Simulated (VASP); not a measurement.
ZnCu, 2 atoms in the cell. The structure is tetragonal, space group P4/mmm (No. 123). Conventional cell: a = 2.945 Å, b = 2.945 Å, c = 3.100 Å, α = 90.00°, β = 90.00°, γ = 90.00°. Zn (site symmetry 4/mmm) has 8 Cu at 2.60 Å and 6 Zn at 2.94 to 3.10 Å within 3.4 Å. Cu (site symmetry 4/mmm) has 8 Zn at 2.60 Å and 6 Cu at 2.94 to 3.10 Å within 3.4 Å.  This cell differs from its parent crystal: strain +0.0525 x Voigt [0, 1, 0, 0, 0, 0].

```yaml
Program: VASP 6.6.1
Task: single point
Functional: PBE
Potentials_or_basis: VASP PAW PBE potentials, release 64 (Zn, Cu)
Cutoff: 520 eV
k_mesh: 16 × 16 × 16
Occupations: gaussian, width 0.15 eV
Spin: no spin polarisation
Dipole_correction: no
Further_INCAR_settings: ALGO = Fast; EDIFF = 1e-06; NBANDS = 18
```

Potentials or basis: VASP PAW PBE potentials, release 64 (Zn, Cu).

Launch:

```sh
$ cat potpaw_PBE.64/Zn/POTCAR potpaw_PBE.64/Cu/POTCAR > POTCAR
$ mpirun -np 1 vasp_std > vasp.out
```

Hardware: 1 thread of Intel(R) Xeon(R) Platinum 8488C (Sapphire Rapids), on a shared host.

Problem. How long does it take, and how much memory?

Solution. Run time: 78 s on 1 thread of Intel(R) Xeon(R) Platinum 8488C (Sapphire Rapids), on a shared host, peak memory 0.3 GiB. Counts: scf iterations 15, k points 405.
